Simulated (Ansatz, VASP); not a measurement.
## Ti in VASP and in Ansatz

```
CELL_PARAMETERS angstrom
2.86563 0.00000 0.00000
-1.43282 2.48171 0.00000
0.00000 0.00000 4.52759
ATOMIC_POSITIONS crystal
Ti 0.33333 0.66667 0.25000
Ti 0.66667 0.33333 0.75000
```

Alike in both runs: functional LDA; k mesh 15 × 15 × 8; occupations gaussian, width 0.1 eV; no spin polarisation.

Ansatz relaxed the structure, and its values are those at the end. VASP's run is a single point on that final structure, the one shown.

|  | VASP | Ansatz |
| --- | --- | --- |
| version | VASP 6.6.1 | Ansatz 0.2.0 |
| potentials or method | VASP PAW LDA potentials, release 64 (Ti_sv), cutoff 520 eV | scalar-relativistic, plane waves, PAW |
| valence electrons in the cell | 24 | 24 |

VASP gave:

* gap on the k mesh at the Fermi level (eV): none
* pressure (GPa): -0.4

Estimate Ansatz's values.

gap on the k mesh at the Fermi level (eV): none; pressure (GPa): 0.0.

Ansatz warns that its potentials were made for another functional, while VASP's fit it. LDA's correlation is that of Perdew and Zunger in VASP and of Perdew and Wang (1992) in Ansatz. A gap of «none» marks a metal or a gap that the smearing closes.
